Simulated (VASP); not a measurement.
# Bi4C (P4/mmm) in VASP: further runs

Bi4C is run at these levels: PBE; tasks: single point.

All numbers are computed with VASP 6.6.1; they aren't measurements. Logs are shortened: lines on timing, memory, paths and dates and some standing lists are left out, and cuts for length are marked.

## Step 1: The cell of the first run

It takes space group P4/mmm (No. 123, tetragonal). Conventional cell: a = 3.805 Å, b = 3.805 Å, c = 10.011 Å, α = 90.00°, β = 90.00°, γ = 90.00°. Bi (site symmetry 4/mmm) has 12 Bi at 3.26 to 3.81 Å within 4.3 Å. Bi (site symmetry 4mm) has 10 Bi at 3.17 to 3.81 Å and 4 C at 4.15 Å within 4.2 Å. Within 3.5 Å of Bi (site symmetry 4/mmm) lie 4 C at 2.69 Å and 2 Bi at 3.17 Å. C (site symmetry 4/mmm) has 4 Bi at 2.69 Å within 3.5 Å.

The cell was generated, and may not be a known phase.

## Step 2: Single point, PBE

File INCAR:

```
SYSTEM = Bi4C
  PREC = Accurate
  ENCUT = 520
  EDIFF = 1E-6
  ISMEAR = 0
  SIGMA = 0.1
  LREAL = .False.
  LASPH = .True.
  NELM = 60
  ALGO = Normal
  ISIF = 2
  LWAVE = .False.
  LCHARG = .False.
  GGA = PE
  NBANDS = 40
```

File KPOINTS:

```
regular mesh
0
Gamma
  4 4 2
  0 0 0
```

File POSCAR:

```
Bi4C
1.0
    3.8050906365      0.0000000000      0.0000000000
    0.0000000000      3.8050906365      0.0000000000
    0.0000000000      0.0000000000     10.0113433204
Bi C
4 1
Direct
    0.5000000000      0.5000000000      0.0000000000
    0.0000000000      0.0000000000      0.8162237281
    0.0000000000      0.0000000000      0.1837762719
    0.0000000000      0.0000000000      0.5000000000
    0.5000000000      0.5000000000      0.5000000000
```

Potentials or basis: VASP PAW PBE potentials, release 64 (Bi_d, C).

The run is started by

```console
cat potpaw_PBE.64/Bi_d/POTCAR potpaw_PBE.64/C/POTCAR > POTCAR
mpirun -np 1 vasp_std > vasp.out
```

OUTCAR:

```text
SYSTEM = Bi4C
   PREC = Accurate
   ENCUT = 520
   EDIFF = 1E-6
   ISMEAR = 0
   LREAL = .False.
   LASPH = .True.
   NELM = 60
   ISIF = 2
   GGA = PE

 ion  position               nearest neighbor table
   1  0.500  0.500  0.000-   2 3.26   3 3.26   2 3.26   3 3.26   2 3.26   3 3.26   2 3.26   3 3.26

   2  0.000  0.000  0.816-   4 3.17   1 3.26   1 3.26   1 3.26   1 3.26   3 3.68
   3  0.000  0.000  0.184-   4 3.17   1 3.26   1 3.26   1 3.26   1 3.26   2 3.68
   4  0.000  0.000  0.500-   5 2.69   5 2.69   5 2.69   5 2.69   2 3.17   3 3.17
   5  0.500  0.500  0.500-   4 2.69   4 2.69   4 2.69   4 2.69

  LATTYP: Found a simple tetragonal cell.
 ALAT       =     3.8050906365
 C/A-ratio  =     2.6310393830

  Lattice vectors:

 A1 = (   3.8050906365,   0.0000000000,   0.0000000000)
 A2 = (   0.0000000000,   3.8050906365,   0.0000000000)
 A3 = (   0.0000000000,   0.0000000000,  10.0113433204)

Analysis of symmetry for initial positions (statically):
=====================================================================
 Subroutine PRICEL returns:
 Original cell was already a primitive cell.

 Routine SETGRP: Setting up the symmetry group for a
 simple tetragonal supercell.

 Subroutine GETGRP returns: Found 16 space group operations
 (whereof 16 operations were pure point group operations)
 out of a pool of 16 trial point group operations.

The static configuration has the point symmetry D_4h.

Analysis of symmetry for dynamics (positions and initial velocities):
=====================================================================
 Subroutine PRICEL returns:
 Original cell was already a primitive cell.

 Routine SETGRP: Setting up the symmetry group for a
 simple tetragonal supercell.

 Subroutine GETGRP returns: Found 16 space group operations
 (whereof 16 operations were pure point group operations)
 out of a pool of 16 trial point group operations.

The dynamic configuration has the point symmetry D_4h.

 Subroutine INISYM returns: Found 16 space group operations
 (whereof 16 operations are pure point group operations),
 and found     1 'primitive' translations

----------------------------------------------------------------------------------------

                                     Primitive cell

  volume of cell :     144.9514

  direct lattice vectors                    reciprocal lattice vectors
     3.805090637  0.000000000  0.000000000     0.262805829  0.000000000  0.000000000
     0.000000000  3.805090637  0.000000000     0.000000000  0.262805829  0.000000000
[... 81 lines left out ...]
   NSW    =      0    number of steps for IOM
   IBRION =     -1    ionic relax: 0-MD 1-quasi-New 2-CG
   NFREE  =      0    steps in history (QN), initial steepest desc. (CG)
   ISIF   =      2    stress and relaxation
   ISYM   =      2    0-nonsym 1-usesym 2-fastsym
   POTIM  = 0.5000    time-step for ionic-motion
   TEBEG  =    0.0;   TEEND  =   0.0 temperature during run
   PSTRESS=    0.0 pullay stress
   NELECT =      64.0000    total number of electrons
   NUPDOWN=      -1.0000    fix difference up-down
   EMIN   =  10.00;   EMAX   =-10.00  energy-range for DOS
   EFERMI =   0.00;   METHOD = LEGACY
   ISMEAR =     0;   SIGMA  =   0.10  broadening in eV -4-tet -1-fermi 0-gaus
   EFERMI_NEDOS =   21; number of points for ismear=-14 and -15
   IALGO  =     38    algorithm
   IMIX   =      4    mixing-type and parameters
     AMIX     =   0.40;   BMIX     =  1.00
     AMIX_MAG =   1.60;   BMIX_MAG =  1.00
  volume/ion in A,a.u.               =      28.99       195.64
  Fermi-wavevector in a.u.,A,eV,Ry     =   1.246601  2.355734 21.143635  1.554013
  Thomas-Fermi vector in A             =   2.380771
   LORBIT       =      0    0 simple, 1 ext, 2 COOP (PROOUT), +10 PAW based schemes
   GGA     = PE    functional components
   LHFCALC =     F    Hartree Fock is set to
   AEXX    =    0.0000 exact exchange contribution
   IVDW    =     0    specifies the selected vdW correction
   LEPSILON=     F    determine dielectric tensor
   LRPA    =     F    only Hartree local field effects (RPA)
 non-spin polarized calculation
 Gauss-broadening in eV      SIGMA  =   0.10
  energy-cutoff  :      520.00
  volume of cell :      144.95
 maximum number of plane-waves:      3932
   NGX = 15   NGY = 15   NGZ = 37

 number of electron      63.9999992 magnetization

 Free energy of the ion-electron system (eV)
  ---------------------------------------------------
  ext. energy  EPLUGINS =         0.00000000
  ---------------------------------------------------
  free energy    TOTEN  =       -19.24986876 eV

  energy without entropy =      -19.22462473  energy(sigma->0) =      -19.23724674

 E-fermi :   6.5906     XC(G=0):  -9.8326

 val. band max:        6.5902955590   @ k =   0.2500   0.2500   0.5000
 cond. band min:       6.6251985031   @ k =   0.5000   0.0000   0.0000
 fundamental gap:      0.0349029442
 Fermi energy:         6.5906245721

 k-point     1 :       0.0000    0.0000    0.0000
  band No.  band energies     occupation
      1     -16.5745      2.00000
      2     -16.4973      2.00000
      3     -16.4742      2.00000
      4     -16.4742      2.00000
      5     -16.4606      2.00000
      6     -16.4260      2.00000
[... 505 lines left out ...]
     39      12.0348      0.00000
     40      12.1657      0.00000

------------------------ aborting loop because EDIFF is reached ----------------------------------------

  FORCE on cell =-STRESS in cart. coord.  units (eV):
  Direction    XX          YY          ZZ          XY          YZ          ZX
  --------------------------------------------------------------------------------------
  -------------------------------------------------------------------------------------
  Total       -0.1229629     -0.1229629      0.0514485      0.0000000      0.0000000     -0.0000000
  in kB       -1.3591340     -1.3591340      0.5686713      0.0000000      0.0000000     -0.0000000
  external PRESSURE =      -0.7165322 kB  Pullay stress =       0.0000000 kB

 VOLUME and BASIS-vectors are now :
 -----------------------------------------------------------------------------
  energy-cutoff  :      520.00
  volume of cell :      144.95
      direct lattice vectors                 reciprocal lattice vectors
     3.805090637  0.000000000  0.000000000     0.262805829  0.000000000  0.000000000
     0.000000000  3.805090637  0.000000000     0.000000000  0.262805829  0.000000000
     0.000000000  0.000000000 10.011343320     0.000000000  0.000000000  0.099886695

 POSITION                                       TOTAL-FORCE (eV/Angst)
 -----------------------------------------------------------------------------------
      1.90255      1.90255      0.00000         0.000000      0.000000      0.000000
      0.00000      0.00000      8.17150         0.000000     -0.000000     -0.005174
      0.00000      0.00000      1.83985         0.000000     -0.000000      0.005174
      0.00000      0.00000      5.00567         0.000000      0.000000      0.000000
      1.90255      1.90255      5.00567         0.000000      0.000000      0.000000
 -----------------------------------------------------------------------------------
    total drift:                                0.000000      0.000000     -0.000000

  FREE ENERGIE OF THE ION-ELECTRON SYSTEM (eV)
  ---------------------------------------------------
  free  energy   TOTEN  =       -19.2498687587 eV

  energy  without entropy=      -19.2246247301  energy(sigma->0) =      -19.23724674
```

OSZICAR:

```text
N       E                     dE             d eps       ncg     rms          rms(c)
DAV:   1     0.775207031583E+03    0.77521E+03   -0.33065E+04   960   0.193E+03
DAV:   2     0.737859891304E+02   -0.70142E+03   -0.68344E+03   960   0.555E+02
DAV:   3    -0.157313735714E+02   -0.89517E+02   -0.86561E+02  1168   0.205E+02
DAV:   4    -0.207937577622E+02   -0.50624E+01   -0.49848E+01  1120   0.482E+01
DAV:   5    -0.210589656612E+02   -0.26521E+00   -0.26427E+00  1288   0.105E+01    0.840E+00
DAV:   6    -0.233427925435E+02   -0.22838E+01   -0.36035E+01  1384   0.241E+01    0.932E+00
DAV:   7    -0.194521411161E+02    0.38907E+01   -0.71637E+00  1200   0.830E+00    0.388E+00
DAV:   8    -0.192509127167E+02    0.20123E+00   -0.12335E+00  1272   0.381E+00    0.900E-01
DAV:   9    -0.192631457563E+02   -0.12233E-01   -0.13418E-01  1048   0.184E+00    0.884E-01
DAV:  10    -0.192507943709E+02    0.12351E-01   -0.40527E-02  1312   0.113E+00    0.310E-01
DAV:  11    -0.192497737550E+02    0.10206E-02   -0.94547E-03  1072   0.446E-01    0.108E-01
DAV:  12    -0.192500013966E+02   -0.22764E-03   -0.13662E-03  1288   0.242E-01    0.876E-02
DAV:  13    -0.192498693549E+02    0.13204E-03   -0.20910E-04  1272   0.144E-01    0.912E-03
DAV:  14    -0.192498700602E+02   -0.70531E-06   -0.46175E-05  1224   0.393E-02    0.104E-02
DAV:  15    -0.192498688182E+02    0.12421E-05   -0.62402E-06  1112   0.233E-02    0.243E-03
DAV:  16    -0.192498687587E+02    0.59475E-07   -0.63382E-07   568   0.850E-03
   1 F= -.19249869E+02 E0= -.19237247E+02  d E =-.252440E-01
```

Wall time 95 s (1 thread of Oxide Virtual Turin-like, shared host); peak memory 0.22 GiB.

What came out:

```yaml
Free_energy: -19.2499 eV
Pressure: -0.1 GPa
Largest_force: 0.005 eV/Å
Band_gap_on_the_k_mesh: zero (bands 32 and 33 overlap by 2.15 eV)
```

Forces on the atoms (eV/Å):
```
Bi   0.000  0.000  0.000
Bi   0.000  0.000 -0.005
Bi   0.000  0.000  0.005
Bi   0.000  0.000  0.000
C    0.000  0.000  0.000
```

Caveat: the k points lie up to 0.41 Å⁻¹ apart, too coarse for converged energies and pressures of a metal; spin-orbit coupling is left out, which moves the levels of the heavy elements.

## Step 3: Single point, PBE

This run uses another cell than the first one, of 32.23 Å³/atom.

File INCAR:

```
PREC = Accurate
ENCUT = 520
EDIFF = 1E-6
ISMEAR = 0
SIGMA = 0.1
LREAL = F
LASPH = T
NELM = 100
ALGO = Normal
ISIF = 2
LWAVE = F
LCHARG = F
GGA = PE
NBANDS = 40
```

File KPOINTS:

```
regular mesh
0
Gamma
  4 4 2
```

File POSCAR:

```
Bi4C
1.0
    4.5974041000      0.0000000000      0.0000000000
    0.0000000000      4.5974041000      0.0000000000
    0.0000000000      0.0000000000      7.6248542800
Bi C
4 1
Direct
    0.5000000000      0.5000000000      0.0000000000
    0.0000000000      0.0000000000      0.8277948100
    0.0000000000      0.0000000000      0.1722051900
    0.0000000000      0.0000000000      0.5000000000
    0.5000000000      0.5000000000      0.5000000000
```

Potentials or basis: VASP PAW PBE potentials, release 64 (Bi_d, C).

The run is started by

```console
cat potpaw_PBE.64/Bi_d/POTCAR potpaw_PBE.64/C/POTCAR > POTCAR
mpirun -np 1 vasp_std > vasp.out
```

Wall time 2.5 min (1 thread of Oxide Virtual Turin-like, shared host); peak memory 0.24 GiB.

Results (log left out):

```yaml
Free_energy: -12.7271 eV
Pressure: 10.9 GPa
Largest_force: 0.855 eV/Å
Band_gap_on_the_k_mesh: zero (bands 32 and 33 overlap by 0.22 eV)
```

Forces on the atoms (eV/Å):
```
Bi   0.000  0.000  0.000
Bi   0.000  0.000  0.855
Bi   0.000  0.000 -0.855
Bi   0.000  0.000  0.000
C    0.000  0.000  0.000
```

Stress tensor (GPa, compression positive):
```
-7.44  0.00  0.00
 0.00 -7.44  0.00
 0.00  0.00 47.43
```

Levels at points of the mesh, in eV from the Fermi level:
| k point | band 29 | band 30 | band 31 | band 32 | band 33 | band 34 | band 35 | band 36 |
| --- | --- | --- | --- | --- | --- | --- | --- | --- |
| (0.00, 0.00, 0.00) | -0.90 | -0.90 | -0.68 | -0.04 | 0.75 | 0.75 | 1.78 | 1.78 |
| (0.50, 0.00, 0.00) | -1.11 | -0.29 | -0.16 | 0.15 | 0.22 | 0.54 | 0.72 | 0.73 |
| (0.50, 0.50, 0.00) | -2.26 | -1.21 | -0.85 | -0.85 | 0.03 | 0.34 | 1.32 | 2.24 |
| (0.00, 0.00, 0.50) | -1.84 | -1.84 | 0.05 | 0.10 | 1.04 | 1.04 | 2.78 | 2.78 |
| (0.50, 0.00, 0.50) | -1.25 | -0.90 | -0.47 | -0.11 | -0.07 | -0.05 | 0.01 | 0.15 |
| (0.50, 0.50, 0.50) | -3.25 | -3.25 | -0.28 | 0.02 | 0.31 | 0.31 | 2.89 | 2.89 |

Caveat: the k points lie up to 0.41 Å⁻¹ apart; spin-orbit coupling is left out, which moves the levels of the heavy elements.

The gap in the log of VASP goes by the Fermi energy; the results here count the filled bands.